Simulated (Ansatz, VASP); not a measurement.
## Two plane-wave programs on Ag

```
Ag
1.0
     0.00000    2.01245    2.07375
     2.01245    0.00000    2.07375
     2.01245    2.01245    0.00000
Ag
1
Direct
  0.00000 0.00000 0.00000
```

Change from the starting cell: strain -0.015 along x and y, +0.015 along z, atoms carried along.

Alike in both runs: task single point; functional PBEsol; k mesh 20 × 20 × 20; occupations gaussian, width 0.15 eV; no spin polarisation.

|  | VASP | Ansatz |
| --- | --- | --- |
| version | VASP 6.6.1 | Ansatz 0.2.0 |
| potentials or method | VASP PAW PBE potentials, release 64 (Ag), cutoff 520 eV | scalar-relativistic, plane waves, PAW |
| valence electrons in the cell | 11 | 19 |

Ansatz gave:

- gap on the k mesh at the Fermi level (eV): none
- pressure (GPa): -0.9
- traceless stress, the component that is largest in VASP (GPa): -0.93

Problem. What did VASP give for the same quantities?

Solution. gap on the k mesh at the Fermi level (eV): none; pressure (GPa): -1.0; traceless stress, the component that is largest in VASP (GPa): -0.92.

VASP's potentials were made for PBE, not for PBEsol. A gap of «none» marks a metal or a gap that the smearing closes. VASP's potentials hold 11 valence electrons a cell and Ansatz's 19, so a difference there can come from the potentials and not from the codes.
